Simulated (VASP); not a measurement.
Wanted: the native input for a VASP 6.6.1 run.

| Property | Result |
| --- | --- |
| Task | single point |
| Functional | PBE |
| Potentials or basis | VASP PAW PBE potentials, release 64 (Mg, O) |
| Cutoff | 600 eV |
| k mesh | 10 × 10 × 10 |
| Occupations | gaussian, width 0.02 eV |
| Spin | no spin polarisation |
| Dipole correction | no |
| Further INCAR settings | ALGO = Normal; EDIFF = 1e-06; NBANDS = 11 |

The structure of MgO (e600.b) lies in POSCAR:

```
MgO
1.0
    0.0000000000      2.1269997920      2.1269997920
    2.1269997920      0.0000000000      2.1269997920
    2.1269997920      2.1269997920      0.0000000000
Mg O
1 1
Direct
    0.0000000000      0.0000000000      0.0000000000
    0.5000000000      0.5000000000      0.5000000000
```

These files were run (other wordings do the same):

INCAR

```
ALGO = Normal
EDIFF = 1E-6
ENCUT = 600
GGA = PE
GGA_COMPAT = F
ISIF = 2
ISMEAR = 0
LASPH = T
LCHARG = F
LREAL = F
LWAVE = F
NBANDS = 11
NELM = 120
PREC = Accurate
SIGMA = 0.02
```

KPOINTS

```
k-points
0
Gamma
  10 10 10
```

Potentials or basis: VASP PAW PBE potentials, release 64 (Mg, O).

Launch:

```bash
$ cat potpaw_PBE.64/Mg/POTCAR potpaw_PBE.64/O/POTCAR > POTCAR
$ mpirun -np 1 vasp_std > vasp.out
```

It gave:

```json
{"Pressure": "-1.1 GPa", "Band gap on the k mesh": "4.44 eV, direct"}
```

It took 6.5 s on 1 thread of Intel(R) Xeon(R) Platinum 8259CL CPU @ 2.50GHz (Skylake/Cascade Lake) (shared host), peak memory 0.14 GiB.
